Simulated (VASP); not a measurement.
# Y (Pm-3m) in VASP: single point with PBEsol

Aim: the single point of Y with PBEsol.

Everything below comes from runs of VASP 6.6.1. Logs are shortened: lines on timing, memory, paths and dates and some standing lists are left out, and cuts for length are marked.

## Step 1: The cell of the first run

The structure is cubic, space group Pm-3m (No. 221). Conventional cell: a = 4.854 Å, b = 4.854 Å, c = 4.854 Å, α = 90.00°, β = 90.00°, γ = 90.00°. Y (site symmetry 4/mmm) has 8 Y at 3.43 Å within 4.5 Å.

This isn't the form of Y at room conditions, which is hcp.

## Step 2: Single point, PBEsol

INCAR reads:

```
SYSTEM = Y
PREC = Accurate
ENCUT = 500
EDIFF = 1E-6
ISMEAR = 1
SIGMA = 0.1
LREAL = .False.
LASPH = .True.
NELM = 120
ALGO = Normal
ISIF = 2
LWAVE = .False.
LCHARG = .False.
GGA = PS
NBANDS = 24
GGA_COMPAT = .False.
```

KPOINTS reads:

```
Automatic mesh
0
Gamma
  5 5 5
  0 0 0
```

POSCAR reads:

```
Y
1.0
    4.8542860000      0.0000000000      0.0000000000
    0.0000000000      4.8542860000      0.0000000000
    0.0000000000      0.0000000000      4.8542860000
Y
3
Direct
    0.5000000000      0.0000000000      0.5000000000
    0.5000000000      0.5000000000      0.0000000000
    0.0000000000      0.5000000000      0.5000000000
```

Potentials or basis: VASP PAW PBE potentials, release 64 (Y_sv).

Command:

```bash
cat potpaw_PBE.64/Y_sv/POTCAR > POTCAR
mpirun -np 1 vasp_std > vasp.out
```

OUTCAR:

```text
SYSTEM = Y
   PREC = Accurate
   ENCUT = 500
   EDIFF = 1E-6
   ISMEAR = 1
   LREAL = .False.
   LASPH = .True.
   NELM = 120
   ISIF = 2
   GGA = PS

 ion  position               nearest neighbor table
   1  0.500  0.000  0.500-   2 3.43   3 3.43   2 3.43   2 3.43   3 3.43   2 3.43   3 3.43   3 3.43

   2  0.500  0.500  0.000-   1 3.43   3 3.43   1 3.43   3 3.43   1 3.43   1 3.43   3 3.43   3 3.43

   3  0.000  0.500  0.500-   1 3.43   2 3.43   2 3.43   1 3.43   1 3.43   2 3.43   2 3.43   1 3.43

  LATTYP: Found a simple cubic cell.
 ALAT       =     4.8542860000

  Lattice vectors:

 A1 = (   4.8542860000,   0.0000000000,   0.0000000000)
 A2 = (   0.0000000000,   4.8542860000,   0.0000000000)
 A3 = (   0.0000000000,   0.0000000000,   4.8542860000)

Analysis of symmetry for initial positions (statically):
=====================================================================
 Subroutine PRICEL returns:
 Original cell was already a primitive cell.

 Routine SETGRP: Setting up the symmetry group for a
 simple cubic supercell.

 Subroutine GETGRP returns: Found 48 space group operations
 (whereof 48 operations were pure point group operations)
 out of a pool of 48 trial point group operations.

The static configuration has the point symmetry O_h .

Analysis of symmetry for dynamics (positions and initial velocities):
=====================================================================
 Subroutine PRICEL returns:
 Original cell was already a primitive cell.

 Routine SETGRP: Setting up the symmetry group for a
 simple cubic supercell.

 Subroutine GETGRP returns: Found 48 space group operations
 (whereof 48 operations were pure point group operations)
 out of a pool of 48 trial point group operations.

The dynamic configuration has the point symmetry O_h .

 Subroutine INISYM returns: Found 48 space group operations
 (whereof 48 operations are pure point group operations),
 and found     1 'primitive' translations

----------------------------------------------------------------------------------------

                                     Primitive cell

  volume of cell :     114.3868

  direct lattice vectors                    reciprocal lattice vectors
     4.854286000  0.000000000  0.000000000     0.206003519  0.000000000  0.000000000
     0.000000000  4.854286000  0.000000000     0.000000000  0.206003519  0.000000000
     0.000000000  0.000000000  4.854286000     0.000000000  0.000000000  0.206003519

  length of vectors
     4.854286000  4.854286000  4.854286000     0.206003519  0.206003519  0.206003519

  position of ions in fractional coordinates (direct lattice)
     0.500000000  0.000000000  0.500000000
     0.500000000  0.500000000  0.000000000
     0.000000000  0.500000000  0.500000000

  ion indices of the primitive-cell ions
   primitive index   ion index
                 1           1
                 2           2
                 3           3

----------------------------------------------------------------------------------------

 KPOINTS: Automatic mesh

Automatic generation of k-mesh.
 Grid dimensions read from file:
 generate k-points for:    5    5    5

 Generating k-lattice:

  Cartesian coordinates                     Fractional coordinates (reciprocal lattice)
     0.041200704  0.000000000  0.000000000     0.200000000  0.000000000  0.000000000
     0.000000000  0.041200704  0.000000000     0.000000000  0.200000000  0.000000000
     0.000000000  0.000000000  0.041200704     0.000000000  0.000000000  0.200000000

  Length of vectors
     0.041200704  0.041200704  0.041200704

  Shift w.r.t. Gamma in fractional coordinates (k-lattice)
     0.000000000  0.000000000  0.000000000

 Subroutine IBZKPT returns following result:
 ===========================================

 Found     10 irreducible k-points:

 Following reciprocal coordinates:
            Coordinates               Weight
  0.000000  0.000000  0.000000      1.000000
  0.200000  0.000000  0.000000      6.000000
  0.400000  0.000000  0.000000      6.000000
  0.200000  0.200000  0.000000     12.000000
  0.400000  0.200000  0.000000     24.000000
  0.400000  0.400000  0.000000     12.000000
  0.200000  0.200000  0.200000      8.000000
  0.400000  0.200000  0.200000     24.000000
  0.400000  0.400000  0.200000     24.000000
  0.400000  0.400000  0.400000      8.000000
   k-points           NKPTS =     10   k-points in BZ     NKDIM =     10   number of bands    NBANDS=     24
   number of dos      NEDOS =    301   number of ions     NIONS =      3
   total plane-waves  NPLWV =  46656
   dimension x,y,z NGX =    36 NGY =   36 NGZ =   36
   dimension x,y,z NGXF=    72 NGYF=   72 NGZF=   72
   ions per type =               3
   NGX,Y,Z   is equivalent  to a cutoff of  12.33, 12.33, 12.33 a.u.
   NGXF,Y,Z  is equivalent  to a cutoff of  24.66, 24.66, 24.66 a.u.
 SYSTEM =  Y
   PREC   = accura    normal or accurate (medium, high low for compatibility)
   ISTART =      0    job   : 0-new  1-cont  2-samecut
   ICHARG =      2    charge: 1-file 2-atom 10-const
   ISPIN  =      1    spin polarized calculation?
   LNONCOLLINEAR =      F non collinear calculations
   LSORBIT =      F    spin-orbit coupling
   LASPH  =      T    aspherical Exc in radial PAW
   ENCUT  =  500.0 eV  36.75 Ry    6.06 a.u.   8.85  8.85  8.85*2*pi/ulx,y,z
   NELM   =    120;   NELMIN=  2; NELMDL= -5     # of ELM steps
   EDIFF  = 0.1E-05   stopping-criterion for ELM
   LREAL  =      F    real-space projection
[... 7 lines left out ...]
   TEBEG  =    0.0;   TEEND  =   0.0 temperature during run
   PSTRESS=    0.0 pullay stress
   NELECT =      33.0000    total number of electrons
   NUPDOWN=      -1.0000    fix difference up-down
   EMIN   =  10.00;   EMAX   =-10.00  energy-range for DOS
   EFERMI =   0.00;   METHOD = LEGACY
   ISMEAR =     1;   SIGMA  =   0.10  broadening in eV -4-tet -1-fermi 0-gaus
   EFERMI_NEDOS =   21; number of points for ismear=-14 and -15
   IALGO  =     38    algorithm
   IMIX   =      4    mixing-type and parameters
     AMIX     =   0.40;   BMIX     =  1.00
     AMIX_MAG =   1.60;   BMIX_MAG =  1.00
  volume/ion in A,a.u.               =      38.13       257.31
  Fermi-wavevector in a.u.,A,eV,Ry     =   1.081735  2.044182 15.920858  1.170150
  Thomas-Fermi vector in A             =   2.217759
   LORBIT       =      0    0 simple, 1 ext, 2 COOP (PROOUT), +10 PAW based schemes
   GGA     = PS    functional components
   LHFCALC =     F    Hartree Fock is set to
   AEXX    =    0.0000 exact exchange contribution
   IVDW    =     0    specifies the selected vdW correction
   LEPSILON=     F    determine dielectric tensor
   LRPA    =     F    only Hartree local field effects (RPA)
 non-spin polarized calculation
 Methfessel and Paxton  Order N= 1 SIGMA  =   0.10
  energy-cutoff  :      500.00
  volume of cell :      114.39
 maximum number of plane-waves:      2945
 NGX is ok and might be reduce to    36
   NGX = 17   NGY = 17   NGZ = 17

 number of electron      32.9999997 magnetization

 Free energy of the ion-electron system (eV)
  ---------------------------------------------------
  ext. energy  EPLUGINS =         0.00000000
  ---------------------------------------------------
  free energy    TOTEN  =       -18.23848678 eV

  energy without entropy =      -18.23215521  energy(sigma->0) =      -18.23637626

 E-fermi :   2.0524     XC(G=0):  -8.8404

 val. band max:        2.0136753405   @ k =   0.4000   0.2000   0.0000
 cond. band min:       2.0587895955   @ k =   0.4000   0.2000   0.2000
 fundamental gap:      0.0451142550
 Fermi energy:         2.0523968719

 k-point     1 :       0.0000    0.0000    0.0000
  band No.  band energies     occupation
      1     -40.7665      2.00000
      2     -40.6565      2.00000
      3     -40.6565      2.00000
      4     -21.0033      2.00000
      5     -21.0033      2.00000
      6     -21.0033      2.00000
[... 16 lines left out ...]
     23       5.2314      0.00000
     24       5.2314      0.00000

 k-point     2 :       0.2000    0.0000    0.0000
  band No.  band energies     occupation
      1     -40.7573      2.00000
      2     -40.6657      2.00000
      3     -40.6564      2.00000
      4     -20.9740      2.00000
      5     -20.9740      2.00000
      6     -20.9583      2.00000
[... 16 lines left out ...]
     23       4.9327      0.00000
     24       5.5838      0.00000

 k-point     3 :       0.4000    0.0000    0.0000
  band No.  band energies     occupation
      1     -40.7359      2.00000
      2     -40.6872      2.00000
      3     -40.6563      2.00000
      4     -20.9119      2.00000
      5     -20.9119      2.00000
      6     -20.8419      2.00000
[... 16 lines left out ...]
     23       4.4505      0.00000
     24       4.6093      0.00000

 k-point     4 :       0.2000    0.2000    0.0000
  band No.  band energies     occupation
      1     -40.7488      2.00000
      2     -40.6691      2.00000
      3     -40.6614      2.00000
      4     -20.9906      2.00000
      5     -20.9438      2.00000
      6     -20.8863      2.00000
[... 16 lines left out ...]
     23       5.0354      0.00000
     24       5.4809      0.00000

 k-point     5 :       0.4000    0.2000    0.0000
  band No.  band energies     occupation
      1     -40.7287      2.00000
      2     -40.6872      2.00000
      3     -40.6632      2.00000
      4     -20.9440      2.00000
      5     -20.8781      2.00000
      6     -20.8527      2.00000
[... 16 lines left out ...]
     23       4.1934      0.00000
     24       4.6588      0.00000

 k-point     6 :       0.4000    0.4000    0.0000
  band No.  band energies     occupation
      1     -40.7108      2.00000
      2     -40.6894      2.00000
      3     -40.6785      2.00000
      4     -20.9718      2.00000
      5     -20.9102      2.00000
      6     -20.7972      2.00000
[... 16 lines left out ...]
     23       4.2493      0.00000
     24       4.8202      0.00000

 k-point     7 :       0.2000    0.2000    0.2000
  band No.  band energies     occupation
      1     -40.7411      2.00000
      2     -40.6690      2.00000
      3     -40.6690      2.00000
      4     -21.0236      2.00000
      5     -20.8801      2.00000
      6     -20.8801      2.00000
[... 16 lines left out ...]
     23       5.4342      0.00000
     24       5.4351      0.00000

 k-point     8 :       0.4000    0.2000    0.2000
  band No.  band energies     occupation
      1     -40.7227      2.00000
      2     -40.6873      2.00000
      3     -40.6688      2.00000
      4     -21.0019      2.00000
      5     -20.8819      2.00000
      6     -20.8710      2.00000
[... 16 lines left out ...]
     23       4.8587      0.00000
     24       5.0082      0.00000

 k-point     9 :       0.4000    0.4000    0.2000
  band No.  band energies     occupation
      1     -40.7077      2.00000
      2     -40.6893      2.00000
      3     -40.6814      2.00000
      4     -21.0304      2.00000
      5     -20.9580      2.00000
      6     -20.8783      2.00000
[... 16 lines left out ...]
     23       4.3330      0.00000
     24       4.9470      0.00000

 k-point    10 :       0.4000    0.4000    0.4000
  band No.  band energies     occupation
      1     -40.6996      2.00000
      2     -40.6891      2.00000
      3     -40.6891      2.00000
      4     -21.1177      2.00000
      5     -20.9617      2.00000
      6     -20.9590      2.00000
[... 16 lines left out ...]
     23       3.7969     -0.00000
     24       5.0751      0.00000

------------------------ aborting loop because EDIFF is reached ----------------------------------------

  FORCE on cell =-STRESS in cart. coord.  units (eV):
  Direction    XX          YY          ZZ          XY          YZ          ZX
  --------------------------------------------------------------------------------------
  -------------------------------------------------------------------------------------
  Total       -1.1645916     -1.1645916     -1.1645916      0.0000000      0.0000000      0.0000000
  in kB      -16.3120350    -16.3120350    -16.3120350      0.0000000      0.0000000      0.0000000
  external PRESSURE =     -16.3120350 kB  Pullay stress =       0.0000000 kB

 VOLUME and BASIS-vectors are now :
 -----------------------------------------------------------------------------
  energy-cutoff  :      500.00
  volume of cell :      114.39
      direct lattice vectors                 reciprocal lattice vectors
     4.854286000  0.000000000  0.000000000     0.206003519  0.000000000  0.000000000
     0.000000000  4.854286000  0.000000000     0.000000000  0.206003519  0.000000000
     0.000000000  0.000000000  4.854286000     0.000000000  0.000000000  0.206003519

 POSITION                                       TOTAL-FORCE (eV/Angst)
 -----------------------------------------------------------------------------------
      2.42714      0.00000      2.42714         0.000000      0.000000      0.000000
      2.42714      2.42714      0.00000         0.000000      0.000000      0.000000
      0.00000      2.42714      2.42714         0.000000      0.000000      0.000000
 -----------------------------------------------------------------------------------
    total drift:                                0.000000      0.000000      0.000000

  FREE ENERGIE OF THE ION-ELECTRON SYSTEM (eV)
  ---------------------------------------------------
  free  energy   TOTEN  =       -18.2384867789 eV

  energy  without entropy=      -18.2321552127  energy(sigma->0) =      -18.23637626
```

Run time: 55 s. Hardware: 1 thread of Intel Xeon 8259CL, shared host; peak memory 0.21 GiB.

Results:

```
Free energy            : -18.2385 eV
Pressure               : -1.6 GPa
Band gap on the k mesh : zero (an odd number of electrons rules out a gap without spin polarisation)
```

Caveat: the PAW data sets were made with another functional, which shifts forces and pressure a little.

The gap in the log of VASP goes by the Fermi energy; the results here count the filled bands.